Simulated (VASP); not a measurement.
Wanted: the native input for a VASP 6.6.1 run.

```yaml
Task: single point
Functional: PBE
Potentials_or_basis: VASP PAW PBE potentials, release 64 (Ge_d)
Cutoff: 520 eV
k_mesh: 1 × 1 × 27
Occupations: gaussian, width 0.05 eV
Spin: collinear spin
Starting_moments: "[0.5, 0.5] μB"
Dipole_correction: no
Further_INCAR_settings: ALGO = Normal; EDIFF = 1e-07; NBANDS = 25
```

The structure of Ge lies in POSCAR:

```
Ge
1.0
   11.0000000000      0.0000000000      0.0000000000
    0.0000000000      9.3000000000      0.0000000000
    0.0000000000      0.0000000000      2.6719482310
Ge
2
Direct
    0.3983415068      0.5000000000      0.0000000000
    0.6016584932      0.5000000000      0.5000000000
```

The input as run:

INCAR

```
ALGO = Normal
EDIFF = 1E-7
ENCUT = 520
GGA = PE
ISIF = 2
ISMEAR = 0
ISPIN = 2
LASPH = T
LCHARG = T
LELF = T
LORBIT = 11
LREAL = F
LVHAR = T
LWAVE = F
MAGMOM = 0.5 0.5
NBANDS = 25
NELM = 150
PREC = Accurate
SIGMA = 0.05
```

KPOINTS

```
k-points
0
Gamma
  1 1 27
```

Potentials or basis: VASP PAW PBE potentials, release 64 (Ge_d).

The run is started by

```console
$ cat potpaw_PBE.64/Ge_d/POTCAR > POTCAR
$ mpirun -np 1 vasp_std > vasp.out
```

It gave:

The largest force is 0.004 eV/Å and the band gap on the k mesh is zero (filled and empty bands overlap). The net moment is 0.00 μB per cell. The valence electrons inside the program's atomic spheres are Ge 12.21.

It took 3 min on 1 thread of Intel(R) Xeon(R) Platinum 8488C (Sapphire Rapids), with other jobs on the host, peak memory 0.48 GiB.
